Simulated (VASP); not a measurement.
The system is CdTe.

```
Cd Te
1.0
     0.00000    3.20500    3.20500
     3.20500    0.00000    3.20500
     3.20500    3.20500    0.00000
Cd Te
1 1
Direct
  0.00000 0.00000 0.00000
  0.25000 0.25000 0.25000
```

Base run:

* Program: VASP 6.6.1
* Functional: BLYP
* Potentials or basis: VASP PAW PBE potentials, release 64 (Cd, Te)
* Cutoff: 520 eV
* k mesh: 6 × 6 × 6
* Occupations: gaussian, width 0.05 eV
* Spin: no spin polarisation

Its results: band gap on the k mesh 0.82 eV, direct; pressure 7.3 GPa.

The run is repeated on the same cell with these changes: functional from BLYP to revPBE. What comes out?

Band gap on the k mesh 0.98 eV, direct; pressure 5.7 GPa.

Caveats: the PAW data sets were made with another functional, which shifts forces and pressure a little; spin-orbit coupling is left out, which moves the levels of the heavy elements.

